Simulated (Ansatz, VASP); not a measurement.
CdHgS2 in VASP and in Ansatz

```xyz
4
Lattice="4.1809 0.0000 0.0000 0.0000 4.1809 0.0000 0.0000 0.0000 5.8843" Properties=species:S:1:pos:R:3 pbc="T T T"
Cd    0.0000    0.0000    0.0000
S     0.0000    2.0904    1.4508
S     2.0904    0.0000    4.4335
Hg    2.0904    2.0904    2.9421
```

Alike in both runs: task single point; functional PBE; k mesh 6 × 6 × 4; no spin polarisation.

```csv
,VASP,Ansatz
version,VASP 6.6.1,Ansatz 0.2.0
potentials or method,"VASP PAW PBE potentials, release 64 (Cd, S, Hg)","plane waves, PAW"
plane-wave cutoff (eV),520,420
occupations,"gaussian, width 0.01 eV",fixed
valence electrons in the cell,36,52
```

|  | VASP | Ansatz | Ansatz less VASP |
| --- | --- | --- | --- |
| gap on the k mesh at the Fermi level (eV) | 0.27 | 0.27 | -0.001 |
| pressure (GPa) | 1.8 | 1.5 | -0.29 |
| rms of the force components (eV/Å) | 0.004 | 0.005 | +0.0008 |

VASP's potentials hold 36 valence electrons a cell and Ansatz's 52, so a difference there can come from the potentials and not from the codes.

Spin-orbit coupling is off throughout.
